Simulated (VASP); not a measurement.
# Te (P3_121) in VASP: single point with r2SCAN+D3(BJ)

Aim: the single point of Te with r2SCAN+D3(BJ).

Program: VASP 6.6.1. These are calculated values, not measurements. Logs are shortened: lines on timing, memory, paths and dates and some standing lists are left out, and cuts for length are marked.

## 1. The cell of the first run

The structure is trigonal, space group P3_121 (No. 152). Conventional cell: a = 4.478 Å, b = 4.478 Å, c = 5.930 Å, α = 90.00°, β = 90.00°, γ = 120.00°. Within 3.7 Å of Te (site symmetry 2) lie 6 Te at 2.84 to 3.50 Å.

## 2. Single point, r2SCAN+D3(BJ)

POSCAR reads:

```
Te
1.0
    4.4784844437      0.0000000000      0.0000000000
   -2.2392422218      3.8784812987      0.0000000000
    0.0000000000      0.0000000000      5.9303943962
Te
3
Direct
    0.2636437565      0.0000000000      0.3333333333
    0.0000000000      0.2636437565      0.6666666667
    0.7363562435      0.7363562435      0.0000000000
```

INCAR.step1 reads:

```
PREC = Accurate
ENCUT = 520
ISMEAR = 0
SIGMA = 0.02
LREAL = False
LASPH = True
NELM = 80
NBANDS = 16
GGA = PE
ALGO = Normal
EDIFF = 1E-4
LWAVE = True
LCHARG = False
```

INCAR.step2 reads:

```
PREC = Accurate
ENCUT = 520
EDIFF = 1E-7
ISMEAR = 0
SIGMA = 0.02
LREAL = False
LASPH = True
NELM = 80
ALGO = Normal
ISIF = 2
LWAVE = False
LCHARG = False
METAGGA = R2SCAN
LMIXTAU = True
IVDW = 12
VDW_S6 = 1.0
VDW_S8 = 0.78981345
VDW_A1 = 0.49484001
VDW_A2 = 5.73083694
NBANDS = 16
ISTART = 1
```

KPOINTS reads:

```
Automatic mesh
0
Gamma
  9 9 6
```

Potentials or basis: VASP PAW PBE potentials, release 64 (Te).

The run is started by

```sh
cat potpaw_PBE.64/Te/POTCAR > POTCAR
cp INCAR.step1 INCAR
mpirun -np 1 vasp_std > vasp.out
cp INCAR.step2 INCAR
mpirun -np 1 vasp_std > vasp.out
```

OUTCAR:

```text
PREC = Accurate
   ENCUT = 520
   EDIFF = 1E-7
   ISMEAR = 0
   LREAL = False
   LASPH = True
   NELM = 80
   ISIF = 2
   METAGGA = R2SCAN
   IVDW = 12
   ISTART = 1
 IVDW          = 12

 ion  position               nearest neighbor table
   1  0.264  0.000  0.333-   3 2.84   2 2.84   3 3.50   3 3.50   2 3.50   2 3.50
   2  0.000  0.264  0.667-   3 2.84   1 2.84   3 3.50   3 3.50   1 3.50   1 3.50
   3  0.736  0.736  0.000-   2 2.84   1 2.84   2 3.50   1 3.50   1 3.50   2 3.50

  LATTYP: Found a hexagonal cell.
 ALAT       =     4.4784844437
 C/A-ratio  =     1.3241967167

  Lattice vectors:

 A1 = (   4.4784844437,   0.0000000000,   0.0000000000)
 A2 = (  -2.2392422218,   3.8784812987,   0.0000000000)
 A3 = (   0.0000000000,   0.0000000000,   5.9303943962)

Analysis of symmetry for initial positions (statically):
=====================================================================
 Subroutine PRICEL returns:
 Original cell was already a primitive cell.

 Routine SETGRP: Setting up the symmetry group for a
 hexagonal supercell.

 Subroutine GETGRP returns: Found  6 space group operations
 (whereof  2 operations were pure point group operations)
 out of a pool of 24 trial point group operations.

The static configuration has the point symmetry C_2 .
 The point group associated with its full space group is D_3 .

Analysis of symmetry for dynamics (positions and initial velocities):
=====================================================================
 Subroutine PRICEL returns:
 Original cell was already a primitive cell.

 Routine SETGRP: Setting up the symmetry group for a
 hexagonal supercell.

 Subroutine GETGRP returns: Found  6 space group operations
 (whereof  2 operations were pure point group operations)
 out of a pool of 24 trial point group operations.

The dynamic configuration has the point symmetry C_2 .
 The point group associated with its full space group is D_3 .

 Subroutine INISYM returns: Found  6 space group operations
 (whereof  2 operations are pure point group operations),
 and found     1 'primitive' translations

----------------------------------------------------------------------------------------

                                     Primitive cell

  volume of cell :     103.0093

  direct lattice vectors                    reciprocal lattice vectors
     4.478484444  0.000000000  0.000000000     0.223289823  0.128916440  0.000000000
    -2.239242222  3.878481299  0.000000000     0.000000000  0.257832879  0.000000000
     0.000000000  0.000000000  5.930394396     0.000000000  0.000000000  0.168622849

  length of vectors
     4.478484444  4.478484444  5.930394396     0.257832879  0.257832879  0.168622849

  position of ions in fractional coordinates (direct lattice)
     0.263643757  0.000000000  0.333333333
     1.000000000  0.263643757  0.666666667
     0.736356243  0.736356243  0.000000000

  ion indices of the primitive-cell ions
   primitive index   ion index
                 1           1
                 2           2
                 3           3

----------------------------------------------------------------------------------------

 KPOINTS: Automatic mesh

Automatic generation of k-mesh.
 Grid dimensions read from file:
 generate k-points for:    9    9    6

 Generating k-lattice:

  Cartesian coordinates                     Fractional coordinates (reciprocal lattice)
     0.024809980  0.014324049  0.000000000     0.111111111  0.000000000  0.000000000
     0.000000000  0.028648098  0.000000000     0.000000000  0.111111111  0.000000000
     0.000000000  0.000000000  0.028103808     0.000000000  0.000000000  0.166666667

  Length of vectors
     0.028648098  0.028648098  0.028103808

  Shift w.r.t. Gamma in fractional coordinates (k-lattice)
     0.000000000  0.000000000  0.000000000

 Subroutine IBZKPT returns following result:
 ===========================================

 Found     62 irreducible k-points:

 Following reciprocal coordinates:
            Coordinates               Weight
  0.000000  0.000000  0.000000      1.000000
  0.111111  0.000000  0.000000      6.000000
  0.222222  0.000000  0.000000      6.000000
  0.333333 -0.000000  0.000000      6.000000
  0.444444  0.000000  0.000000      6.000000
  0.111111  0.111111  0.000000      6.000000
[... 16 lines left out ...]
  0.222222  0.111111  0.166667     12.000000
 -0.111111  0.333333  0.166667     12.000000
 [... further k-points ...]
   k-points           NKPTS =     62   k-points in BZ     NKDIM =     62   number of bands    NBANDS=     16
   number of dos      NEDOS =    301   number of ions     NIONS =      3
   total plane-waves  NPLWV =  62208
   dimension x,y,z NGX =    36 NGY =   36 NGZ =   48
   dimension x,y,z NGXF=    72 NGYF=   72 NGZF=   96
   ions per type =               3
   NGX,Y,Z   is equivalent  to a cutoff of  13.36, 13.36, 13.46 a.u.
   NGXF,Y,Z  is equivalent  to a cutoff of  26.73, 26.73, 26.91 a.u.
 SYSTEM =  unknown system
   PREC   = accura    normal or accurate (medium, high low for compatibility)
   ISTART =      1    job   : 0-new  1-cont  2-samecut
   ICHARG =      0    charge: 1-file 2-atom 10-const
   ISPIN  =      1    spin polarized calculation?
   LNONCOLLINEAR =      F non collinear calculations
   LSORBIT =      F    spin-orbit coupling
   LASPH  =      T    aspherical Exc in radial PAW
   ENCUT  =  520.0 eV  38.22 Ry    6.18 a.u.   8.33  8.33 11.03*2*pi/ulx,y,z
   NELM   =     80;   NELMIN=  2; NELMDL=  0     # of ELM steps
   EDIFF  = 0.1E-06   stopping-criterion for ELM
   LREAL  =      F    real-space projection
   EDIFFG = 0.1E-05   stopping-criterion for IOM
   NSW    =      0    number of steps for IOM
   IBRION =     -1    ionic relax: 0-MD 1-quasi-New 2-CG
   NFREE  =      0    steps in history (QN), initial steepest desc. (CG)
   ISIF   =      2    stress and relaxation
   ISYM   =      2    0-nonsym 1-usesym 2-fastsym
   POTIM  = 0.5000    time-step for ionic-motion
   TEBEG  =    0.0;   TEEND  =   0.0 temperature during run
   PSTRESS=    0.0 pullay stress
   NELECT =      18.0000    total number of electrons
   NUPDOWN=      -1.0000    fix difference up-down
   EMIN   =  10.00;   EMAX   =-10.00  energy-range for DOS
   EFERMI =   0.00;   METHOD = LEGACY
   ISMEAR =     0;   SIGMA  =   0.02  broadening in eV -4-tet -1-fermi 0-gaus
   EFERMI_NEDOS =   21; number of points for ismear=-14 and -15
   IALGO  =     38    algorithm
   IMIX   =      4    mixing-type and parameters
     AMIX     =   0.40;   BMIX     =  1.00
     AMIX_MAG =   1.60;   BMIX_MAG =  1.00
  volume/ion in A,a.u.               =      34.34       231.71
  Fermi-wavevector in a.u.,A,eV,Ry     =   0.915251  1.729574 11.397388  0.837684
  Thomas-Fermi vector in A             =   2.039971
   LORBIT       =      0    0 simple, 1 ext, 2 COOP (PROOUT), +10 PAW based schemes
   METAGGA = R2SCAN    functional components
   LHFCALC =     F    Hartree Fock is set to
   AEXX    =    0.0000 exact exchange contribution
   IVDW    =    12    specifies the selected vdW correction
   LEPSILON=     F    determine dielectric tensor
   LRPA    =     F    only Hartree local field effects (RPA)
 non-spin polarized calculation
 Gauss-broadening in eV      SIGMA  =   0.02
  energy-cutoff  :      520.00
  volume of cell :      103.01
 maximum number of plane-waves:      2830
 NGX is ok and might be reduce to    36
   NGX = 17   NGY = 17   NGZ = 23

 number of electron      17.9999997 magnetization

 Free energy of the ion-electron system (eV)
  ---------------------------------------------------
  ext. energy  EPLUGINS =         0.00000000
  ---------------------------------------------------
  free energy    TOTEN  =       -76.23240585 eV

  energy without entropy =      -76.23240585  energy(sigma->0) =      -76.23240585

 E-fermi :   5.7867     XC(G=0):  -9.4331

 val. band max:        5.6374538265   @ k =   0.3333   0.3333   0.5000
 cond. band min:       5.9929678728   @ k =   0.3333   0.3333   0.5000
 fundamental gap:      0.3555140462
 Fermi energy:         5.7866548707

 k-point     1 :       0.0000    0.0000    0.0000
  band No.  band energies     occupation
      1      -8.4964      2.00000
      2      -4.9834      2.00000
      3      -4.9834      2.00000
      4       2.4135      2.00000
      5       2.7527      2.00000
      6       2.7527      2.00000
[... 8 lines left out ...]
     15      12.1856      0.00000
     16      12.4288      0.00000

 k-point     2 :       0.1111    0.0000    0.0000
  band No.  band energies     occupation
      1      -8.4123      2.00000
      2      -5.0103      2.00000
      3      -4.9584      2.00000
      4       1.8118      2.00000
      5       2.3385      2.00000
      6       2.5749      2.00000
[... 8 lines left out ...]
     15      12.2042      0.00000
     16      12.4086      0.00000

 k-point     3 :       0.2222    0.0000    0.0000
  band No.  band energies     occupation
      1      -8.1727      2.00000
      2      -5.1286      2.00000
      3      -4.8906      2.00000
      4       1.0240      2.00000
      5       1.7630      2.00000
      6       2.2218      2.00000
[... 8 lines left out ...]
     15      12.4160      0.00000
     16      13.0010      0.00000

 k-point     4 :       0.3333   -0.0000    0.0000
  band No.  band energies     occupation
      1      -7.8280      2.00000
      2      -5.3841      2.00000
      3      -4.8055      2.00000
      4       0.6348      2.00000
      5       1.3063      2.00000
      6       1.9343      2.00000
[... 8 lines left out ...]
     15      13.1762      0.00000
     16      13.9624      0.00000
[... 324 lines left out ...]
 k-point    22 :       0.1111    0.1111    0.1667
  band No.  band energies     occupation
      1      -8.1476      2.00000
      2      -5.8786      2.00000
      3      -4.1442      2.00000
      4       1.3511      2.00000
      5       1.6599      2.00000
      6       2.6071      2.00000
[... 8 lines left out ...]
     15      12.3390      0.00000
     16      12.5685      0.00000

 k-point    23 :       0.2222    0.1111    0.1667
  band No.  band energies     occupation
      1      -7.8615      2.00000
      2      -5.7690      2.00000
      3      -4.4525      2.00000
      4       0.9480      2.00000
      5       1.3829      2.00000
      6       2.4529      2.00000
[... 8 lines left out ...]
     15      12.7286      0.00000
     16      13.1524      0.00000

 k-point    24 :      -0.1111    0.3333    0.1667
  band No.  band energies     occupation
      1      -7.8541      2.00000
      2      -5.8428      2.00000
      3      -4.3264      2.00000
      4       0.6973      2.00000
      5       1.1929      2.00000
      6       2.2240      2.00000
[... 8 lines left out ...]
     15      13.1882      0.00000
     16      13.7846      0.00000

 [... further k-points ...]

------------------------ aborting loop because EDIFF is reached ----------------------------------------

 Edisp (eV)   -0.60051

 E8    (eV) :    -0.2168

  FORCE on cell =-STRESS in cart. coord.  units (eV):
  Direction    XX          YY          ZZ          XY          YZ          ZX
  --------------------------------------------------------------------------------------
  -------------------------------------------------------------------------------------
  Total       0.02048     0.02048     0.05475     0.00000    -0.00000     0.00000
  in kB       0.31848     0.31848     0.85150     0.00000    -0.00000     0.00000
  external pressure =        0.50 kB  Pullay stress =        0.00 kB

 VOLUME and BASIS-vectors are now :
 -----------------------------------------------------------------------------
  energy-cutoff  :      520.00
  volume of cell :      103.01
      direct lattice vectors                 reciprocal lattice vectors
     4.478484444  0.000000000  0.000000000     0.223289823  0.128916440  0.000000000
    -2.239242222  3.878481299  0.000000000     0.000000000  0.257832879  0.000000000
     0.000000000  0.000000000  5.930394396     0.000000000  0.000000000  0.168622849

 POSITION                                       TOTAL-FORCE (eV/Angst)
 -----------------------------------------------------------------------------------
      1.18072      0.00000      1.97680         0.026209     -0.000000     -0.000000
     -0.59036      1.02254      3.95360        -0.013105      0.022698      0.000000
      1.64888      2.85594      0.00000        -0.013105     -0.022698      0.000000
 -----------------------------------------------------------------------------------
    total drift:                                0.000000      0.000000      0.000000

  FREE ENERGIE OF THE ION-ELECTRON SYSTEM (eV)
  ---------------------------------------------------
  free  energy   TOTEN  =       -76.8329138848 eV

  energy  without entropy=      -76.8329138848  energy(sigma->0) =      -76.83291388
```

It took 11 min on 1 thread of Intel Xeon Platinum 8375C at 2.90GHz (Ice Lake), shared host; peak memory 0.3 GiB.

Results:

```
Free energy                : -76.8329 eV
Pressure                   : 0.0 GPa
Largest force              : 0.026 eV/Å
Band gap on the k mesh     : 0.36 eV
Dispersion energy per atom : -0.200 eV
```

Forces on the atoms (eV/Å):
```
Te   0.026  0.000  0.000
Te  -0.013  0.023  0.000
Te  -0.013 -0.023  0.000
```

Caveat: the PAW data sets were made with another functional, which shifts forces and pressure a little; spin-orbit coupling is left out, which moves the levels of the heavy elements; an odd mesh through Γ misses points on the zone boundary, where band edges can lie.
